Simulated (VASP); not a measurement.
# LiBr (Fm-3m) in VASP: further runs

LiBr is run at these levels: PBE; tasks: single point.

All numbers are computed with VASP 6.6.1; they aren't measurements. Logs are shortened: lines on timing, memory, paths and dates and some standing lists are left out, and cuts for length are marked.

**1. The cell of the first run**

Symmetry: Fm-3m, No. 225, cubic system. Conventional cell: a = 5.211 Å, b = 5.211 Å, c = 5.211 Å, α = 90.00°, β = 90.00°, γ = 90.00°. Li (site symmetry m-3m) has 6 Br at 2.61 Å within 3.4 Å. Br (site symmetry m-3m) has 6 Li at 2.61 Å within 3.4 Å.

**2. Single point, PBE (volume scaled by 0.85)**

Input file INCAR:

```
SYSTEM = LiBr
PREC = Accurate
ENCUT = 750
EDIFF = 1E-6
ISMEAR = -1
SIGMA = 0.03
LREAL = .False.
LASPH = .True.
NELM = 120
ALGO = Normal
ISIF = 2
LWAVE = .False.
LCHARG = .False.
GGA = PE
NBANDS = 12
GGA_COMPAT = .False.
```

Input file KPOINTS:

```
Automatic mesh
0
Gamma
  9 9 9
  0 0 0
```

Input file POSCAR:

```
LiBr
1.0
    0.0000000000      2.6056033766      2.6056033766
    2.6056033766      0.0000000000      2.6056033766
    2.6056033766      2.6056033766      0.0000000000
Li Br
1 1
Direct
    0.0000000000      0.0000000000      0.0000000000
    0.5000000000      0.5000000000      0.5000000000
```

Potentials or basis: VASP PAW PBE potentials, release 64 (Li_sv, Br).

Run with:

```console
$ cat potpaw_PBE.64/Li_sv/POTCAR potpaw_PBE.64/Br/POTCAR > POTCAR
$ mpirun -np 1 vasp_std > vasp.out
```

OUTCAR:

```text
SYSTEM = LiBr
   PREC = Accurate
   ENCUT = 750
   EDIFF = 1E-6
   ISMEAR = -1
   LREAL = .False.
   LASPH = .True.
   NELM = 120
   ISIF = 2
   GGA = PE

 ion  position               nearest neighbor table
   1  0.000  0.000  0.000-   2 2.61   2 2.61   2 2.61   2 2.61   2 2.61   2 2.61
   2  0.500  0.500  0.500-   1 2.61   1 2.61   1 2.61   1 2.61   1 2.61   1 2.61

  LATTYP: Found a face centered cubic cell.
 ALAT       =     5.2112067532

  Lattice vectors:

 A1 = (   0.0000000000,   2.6056033766,   2.6056033766)
 A2 = (   2.6056033766,   0.0000000000,   2.6056033766)
 A3 = (   2.6056033766,   2.6056033766,   0.0000000000)

Analysis of symmetry for initial positions (statically):
=====================================================================
 Subroutine PRICEL returns:
 Original cell was already a primitive cell.

 Routine SETGRP: Setting up the symmetry group for a
 face centered cubic supercell.

 Subroutine GETGRP returns: Found 48 space group operations
 (whereof 48 operations were pure point group operations)
 out of a pool of 48 trial point group operations.

The static configuration has the point symmetry O_h .

Analysis of symmetry for dynamics (positions and initial velocities):
=====================================================================
 Subroutine PRICEL returns:
 Original cell was already a primitive cell.

 Routine SETGRP: Setting up the symmetry group for a
 face centered cubic supercell.

 Subroutine GETGRP returns: Found 48 space group operations
 (whereof 48 operations were pure point group operations)
 out of a pool of 48 trial point group operations.

The dynamic configuration has the point symmetry O_h .

 Subroutine INISYM returns: Found 48 space group operations
 (whereof 48 operations are pure point group operations),
 and found     1 'primitive' translations

----------------------------------------------------------------------------------------

                                     Primitive cell

  volume of cell :      35.3798

  direct lattice vectors                    reciprocal lattice vectors
     0.000000000  2.605603377  2.605603377    -0.191894133  0.191894133  0.191894133
     2.605603377  0.000000000  2.605603377     0.191894133 -0.191894133  0.191894133
     2.605603377  2.605603377  0.000000000     0.191894133  0.191894133 -0.191894133

  length of vectors
     3.684879633  3.684879633  3.684879633     0.332370387  0.332370387  0.332370387

  position of ions in fractional coordinates (direct lattice)
     0.000000000  0.000000000  0.000000000
     0.500000000  0.500000000  0.500000000

  ion indices of the primitive-cell ions
   primitive index   ion index
                 1           1
                 2           2

----------------------------------------------------------------------------------------

 KPOINTS: Automatic mesh

Automatic generation of k-mesh.
 Grid dimensions read from file:
 generate k-points for:    9    9    9

 Generating k-lattice:

  Cartesian coordinates                     Fractional coordinates (reciprocal lattice)
    -0.021321570  0.021321570  0.021321570     0.111111111  0.000000000  0.000000000
     0.021321570 -0.021321570  0.021321570     0.000000000  0.111111111  0.000000000
     0.021321570  0.021321570 -0.021321570     0.000000000  0.000000000  0.111111111

  Length of vectors
     0.036930043  0.036930043  0.036930043

  Shift w.r.t. Gamma in fractional coordinates (k-lattice)
     0.000000000  0.000000000  0.000000000

 Subroutine IBZKPT returns following result:
 ===========================================

 Found     35 irreducible k-points:

 Following reciprocal coordinates:
            Coordinates               Weight
  0.000000  0.000000  0.000000      1.000000
  0.111111  0.000000  0.000000      8.000000
  0.222222  0.000000  0.000000      8.000000
  0.333333  0.000000  0.000000      8.000000
  0.444444  0.000000  0.000000      8.000000
  0.111111  0.111111  0.000000      6.000000
[... 16 lines left out ...]
 -0.333333  0.333333  0.000000     12.000000
  0.444444  0.444444  0.000000      6.000000
 [... further k-points ...]
   k-points           NKPTS =     35   k-points in BZ     NKDIM =     35   number of bands    NBANDS=     12
   number of dos      NEDOS =    301   number of ions     NIONS =      2
   total plane-waves  NPLWV =  46656
   dimension x,y,z NGX =    36 NGY =   36 NGZ =   36
   dimension x,y,z NGXF=    72 NGYF=   72 NGZF=   72
   ions per type =               1   1
   NGX,Y,Z   is equivalent  to a cutoff of  16.24, 16.24, 16.24 a.u.
   NGXF,Y,Z  is equivalent  to a cutoff of  32.48, 32.48, 32.48 a.u.
 SYSTEM =  LiBr
   PREC   = accura    normal or accurate (medium, high low for compatibility)
   ISTART =      0    job   : 0-new  1-cont  2-samecut
   ICHARG =      2    charge: 1-file 2-atom 10-const
   ISPIN  =      1    spin polarized calculation?
   LNONCOLLINEAR =      F non collinear calculations
   LSORBIT =      F    spin-orbit coupling
   LASPH  =      T    aspherical Exc in radial PAW
   ENCUT  =  750.0 eV  55.12 Ry    7.42 a.u.   8.23  8.23  8.23*2*pi/ulx,y,z
   NELM   =    120;   NELMIN=  2; NELMDL= -5     # of ELM steps
   EDIFF  = 0.1E-05   stopping-criterion for ELM
   LREAL  =      F    real-space projection
   EDIFFG = 0.1E-04   stopping-criterion for IOM
   NSW    =      0    number of steps for IOM
   IBRION =     -1    ionic relax: 0-MD 1-quasi-New 2-CG
   NFREE  =      0    steps in history (QN), initial steepest desc. (CG)
   ISIF   =      2    stress and relaxation
   ISYM   =      2    0-nonsym 1-usesym 2-fastsym
   POTIM  = 0.5000    time-step for ionic-motion
   TEBEG  =    0.0;   TEEND  =   0.0 temperature during run
   PSTRESS=    0.0 pullay stress
   NELECT =      10.0000    total number of electrons
   NUPDOWN=      -1.0000    fix difference up-down
   EMIN   =  10.00;   EMAX   =-10.00  energy-range for DOS
   EFERMI =   0.00;   METHOD = LEGACY
   ISMEAR =    -1;   SIGMA  =   0.03  broadening in eV -4-tet -1-fermi 0-gaus
   EFERMI_NEDOS =   21; number of points for ismear=-14 and -15
   IALGO  =     38    algorithm
   IMIX   =      4    mixing-type and parameters
     AMIX     =   0.40;   BMIX     =  1.00
     AMIX_MAG =   1.60;   BMIX_MAG =  1.00
  volume/ion in A,a.u.               =      17.69       119.38
  Fermi-wavevector in a.u.,A,eV,Ry     =   1.074377  2.030277 15.705001  1.154285
  Thomas-Fermi vector in A             =   2.210203
   LORBIT       =      0    0 simple, 1 ext, 2 COOP (PROOUT), +10 PAW based schemes
   GGA     = PE    functional components
   LHFCALC =     F    Hartree Fock is set to
   AEXX    =    0.0000 exact exchange contribution
   IVDW    =     0    specifies the selected vdW correction
   LEPSILON=     F    determine dielectric tensor
   LRPA    =     F    only Hartree local field effects (RPA)
 non-spin polarized calculation
  energy-cutoff  :      750.00
  volume of cell :       35.38
 maximum number of plane-waves:      1673
 NGX is ok and might be reduce to    36
   NGX = 17   NGY = 17   NGZ = 17

 number of electron      10.0000000 magnetization

 number of electron       9.9999998 magnetization

 Free energy of the ion-electron system (eV)
  ---------------------------------------------------
  ext. energy  EPLUGINS =         0.00000000
  ---------------------------------------------------
  free energy    TOTEN  =        -6.53432767 eV

  energy without entropy =       -6.53432767  energy(sigma->0) =       -6.53432767

 E-fermi :   2.3597     XC(G=0):  -9.1189

 val. band max:        1.5736684889   @ k =  -0.1111   0.1111   0.0000
 cond. band min:       7.3079379584   @ k =   0.4444   0.0000   0.0000
 fundamental gap:      5.7342694695
 Fermi energy:         2.3596830911

 k-point     1 :       0.0000    0.0000    0.0000
  band No.  band energies     occupation
      1     -42.6502      2.00000
      2     -12.4995      2.00000
      3       1.5692      2.00000
      4       1.5692      2.00000
      5       1.5692      2.00000
      6       7.3249      0.00000
      7      12.1630      0.00000
      8      12.1630      0.00000
      9      12.1630      0.00000
     10      14.5175      0.00000
     11      14.5175      0.00000
     12      14.5175      0.00000

 k-point     2 :       0.1111    0.0000    0.0000
  band No.  band energies     occupation
      1     -42.6500      2.00000
      2     -12.4271      2.00000
      3       0.9748      2.00000
      4       1.5234      2.00000
      5       1.5234      2.00000
      6       7.7731      0.00000
      7      11.5719      0.00000
      8      12.1625      0.00000
      9      12.1625      0.00000
     10      13.3441      0.00000
     11      13.3441      0.00000
     12      14.8314      0.00000

 k-point     3 :       0.2222    0.0000    0.0000
  band No.  band energies     occupation
      1     -42.6492      2.00000
      2     -12.2337      2.00000
      3      -0.2244      2.00000
      4       1.4144      2.00000
      5       1.4144      2.00000
      6       8.0546      0.00000
      7      11.1707      0.00000
      8      11.1707      0.00000
      9      11.7449      0.00000
     10      13.9444      0.00000
     11      13.9444      0.00000
     12      15.2156      0.00000
[... 286 lines left out ...]
 k-point    23 :      -0.3333    0.3333    0.0000
  band No.  band energies     occupation
      1     -42.6472      2.00000
      2     -11.5797      2.00000
      3      -1.3061      2.00000
      4      -1.1244      2.00000
      5       0.6717      2.00000
      6       8.3923      0.00000
      7      11.5189      0.00000
      8      11.7189      0.00000
      9      12.3785      0.00000
     10      14.7672      0.00000
     11      16.5754      0.00000
     12      18.6472      0.00000

 k-point    24 :       0.4444    0.4444    0.0000
  band No.  band energies     occupation
      1     -42.6471      2.00000
      2     -11.5303      2.00000
      3      -2.0386      2.00000
      4       0.1083      2.00000
      5       0.1083      2.00000
      6       8.1043      0.00000
      7       8.4193      0.00000
      8      14.2668      0.00000
      9      14.9519      0.00000
     10      14.9519      0.00000
     11      17.9753      0.00000
     12      20.1735      0.00000

 [... further k-points ...]
[... 5 lines left out ...]
  --------------------------------------------------------------------------------------
  -------------------------------------------------------------------------------------
  Total        1.3574994      1.3574994      1.3574994      0.0000000     -0.0000000     -0.0000000
  in kB       61.4745409     61.4745409     61.4745409      0.0000000     -0.0000000     -0.0000000
  external PRESSURE =      61.4745409 kB  Pullay stress =       0.0000000 kB

 VOLUME and BASIS-vectors are now :
 -----------------------------------------------------------------------------
  energy-cutoff  :      750.00
  volume of cell :       35.38
      direct lattice vectors                 reciprocal lattice vectors
     0.000000000  2.605603377  2.605603377    -0.191894133  0.191894133  0.191894133
     2.605603377  0.000000000  2.605603377     0.191894133 -0.191894133  0.191894133
     2.605603377  2.605603377  0.000000000     0.191894133  0.191894133 -0.191894133

 POSITION                                       TOTAL-FORCE (eV/Angst)
 -----------------------------------------------------------------------------------
      0.00000      0.00000      0.00000         0.000000      0.000000      0.000000
      2.60560      2.60560      2.60560        -0.000000     -0.000000     -0.000000
 -----------------------------------------------------------------------------------
    total drift:                                0.000000      0.000000      0.000000

  FREE ENERGIE OF THE ION-ELECTRON SYSTEM (eV)
  ---------------------------------------------------
  free  energy   TOTEN  =        -6.5343276730 eV

  energy  without entropy=       -6.5343276730  energy(sigma->0) =       -6.53432767
```

Wall time 12 s (1 thread of AMD EPYC 9R45 (Zen 5), shared host); peak memory 0.18 GiB.

Results:

- Free energy: -6.5343 eV
- Pressure: 6.1 GPa
- Band gap on the k mesh: 5.73 eV, indirect (least direct gap 5.76 eV)

Levels at points of the mesh, in eV from the valence-band top:
| k point | band 2 | band 3 | band 4 | band 5 | band 6 | band 7 | band 8 | band 9 |
| --- | --- | --- | --- | --- | --- | --- | --- | --- |
| (0.00, 0.00, 0.00) | -14.07 | 0.00 | 0.00 | 0.00 | 5.75 | 10.59 | 10.59 | 10.59 |

 A k mesh can miss the band edges.

[end of part 1 of 2]
